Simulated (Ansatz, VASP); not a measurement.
TiIn5 in VASP and in Ansatz

File INCAR:

```
SYSTEM = TiIn5
PREC = Accurate
ENCUT = 520
EDIFF = 1E-7
ISMEAR = 0
SIGMA = 0.1
LREAL = .FALSE.
LASPH = .TRUE.
NELM = 60
ALGO = Normal
ISIF = 2
LWAVE = .FALSE.
LCHARG = .FALSE.
GGA = PE
NBANDS = 48
```

Contents of KPOINTS:

```
regular mesh
0
G
  3 3 4
  0 0 0
```

The input POSCAR:

```
TiIn5
1.0
    5.9526038300      0.0000000000      0.0000000000
   -2.9763019100      5.1551061300      0.0000000000
    0.0000000000      0.0000000000      4.7349569200
Ti In
1 5
Direct
    0.0000000000      0.0000000000      0.0000000000
    0.0000000000      0.5000000000      0.5000000000
    0.3333333300      0.6666666700      0.0000000000
    0.6666666700      0.3333333300      0.0000000000
    0.5000000000      0.0000000000      0.5000000000
    0.5000000000      0.5000000000      0.5000000000
```

Input for Ansatz:

```yaml
crystal:
  lattice:
    - [5.95260383, 0.0, 0.0]
    - [-2.97630191, 5.15510613, 0.0]
    - [0.0, 0.0, 4.73495692]
  atoms:
    - { symbol: Ti, position: [0.0, 0.0, 0.0] }
    - { symbol: In, position: [0.0, 0.5, 0.5] }
    - { symbol: In, position: [0.33333333, 0.66666667, 0.0] }
    - { symbol: In, position: [0.66666667, 0.33333333, 0.0] }
    - { symbol: In, position: [0.5, 0.0, 0.5] }
    - { symbol: In, position: [0.5, 0.5, 0.5] }
basis:
  ecutwfc: 420
kpoints:
  mp_grid: { grid: [3, 3, 4] }
hamiltonian:
  xc: pbe
scf:
  occupations: { method: gaussian, width: 0.1 }
  lower_state_search: "off"
output:
  forces: true
  stress: true
  eigenvalues: true
```

Change from the starting cell: species swapped into the YZn5 type (P6/mmm, No. 191).

Alike in both runs: task single point; functional PBE; k mesh 3 × 3 × 4; occupations gaussian, width 0.1 eV; no spin polarisation.

|  | VASP | Ansatz |
| --- | --- | --- |
| version | VASP 6.6.1 | Ansatz 0.2.0 |
| potentials or method | VASP PAW PBE potentials, release 64 (Ti_sv, In_d), cutoff 520 eV | scalar-relativistic, plane waves, PAW |
| valence electrons in the cell | 77 | 77 |

|  | VASP | Ansatz | Ansatz less VASP |
| --- | --- | --- | --- |
| gap on the k mesh at the Fermi level (eV) | none | none | - |
| pressure (GPa) | 7.3 | 7.4 | +0.01 |
| traceless stress, the component that is largest in VASP (GPa) | 5.98 | 5.99 | +0.007 |

A gap of «none» marks a metal or a gap that the smearing closes. The functional is the same, so the differences come from potentials, cutoffs and numerics.

The k mesh is coarse, so the values compare programs but aren't converged.
